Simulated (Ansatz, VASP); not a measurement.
As in VASP and in Ansatz

INCAR

```
ALGO = Normal
EDIFF = 1E-6
ENCUT = 520
GGA = PS
ISIF = 2
ISMEAR = -1
LASPH = T
LCHARG = T
LELF = T
LREAL = F
LVHAR = T
LWAVE = F
NBANDS = 18
NELM = 80
PREC = Accurate
SIGMA = 0.05
```

File KPOINTS:

```
k-points
0
Gamma
  8 8 6
```

The input POSCAR:

```
As
1.0
    1.8250000000     -5.5000000000      0.0000000000
    1.8250000000      5.5000000000      0.0000000000
    0.0000000000      0.0000000000      4.4700000000
As
4
Direct
    0.3900000000      0.6100000000      0.5600000000
    0.8900000000      0.1100000000      0.9400000000
    0.6100000000      0.3900000000      0.4400000000
    0.1100000000      0.8900000000      0.0600000000
```

Contents of input.yaml:

```yaml
crystal:
  lattice:
    - [1.825, -5.5, 0.0]
    - [1.825, 5.5, 0.0]
    - [0.0, 0.0, 4.47]
  atoms:
    - { symbol: As, position: [0.39, 0.61, 0.56] }
    - { symbol: As, position: [0.89, 0.11, 0.94] }
    - { symbol: As, position: [0.61, 0.39, 0.44] }
    - { symbol: As, position: [0.11, 0.89, 0.06] }
hamiltonian:
  xc: pbesol
  pseudopotentials: { kind: paw }
kpoints:
  mp_grid: { grid: [8, 8, 6] }
  band_path:
    path:
      - [[0.0, 0.0, 0.0], [0.2775258264, 0.2775258264, 0.0], [0.0, 0.5, 0.0], [0.0, 0.5, 0.5], [0.2775258264, 0.2775258264, 0.5], [0.0, 0.0, 0.5], [0.0, 0.0, 0.0], [-0.5, 0.5, 0.0], [-0.2775258264, 0.7224741736, 0.0], [-0.2775258264, 0.7224741736, 0.5], [-0.5, 0.5, 0.5], [-0.5, 0.5, 0.0]]
      - [[0.0, 0.0, 0.5], [-0.5, 0.5, 0.5]]
    npoints: 14
scf:
  occupations: { method: fermi_dirac, width: 0.05 }
  n_extra_bands: 10
output:
  forces: true
  stress: true
  eigenvalues: true
  fatbands: true
```

Alike in both runs: functional PBEsol; k mesh 8 × 8 × 6; occupations fermi-dirac, width 0.05 eV; no spin polarisation.

```csv
,VASP,Ansatz
version,VASP 6.6.1,Ansatz 0.2.0
potentials or method,"VASP PAW PBE potentials, release 64 (As)",Ansatz PAW
plane-wave cutoff (eV),520,420
valence electrons in the cell,20,60
task,single point,band structure
```

|  | VASP | Ansatz | Ansatz less VASP |
| --- | --- | --- | --- |
| pressure (GPa) | 0.1 | -0.3 | -0.42 |
| traceless stress, the component that is largest in VASP (GPa) | -0.90 | -0.88 | +0.026 |
| rms of the force components (eV/Å) | 0.068 | 0.064 | -0.0040 |

VASP's potentials were made for PBE, not for PBEsol. Atom by atom the forces differ by 0.044 eV/Å (rms over components). VASP's potentials hold 20 valence electrons a cell and Ansatz's 60, so a difference there can come from the potentials and not from the codes.
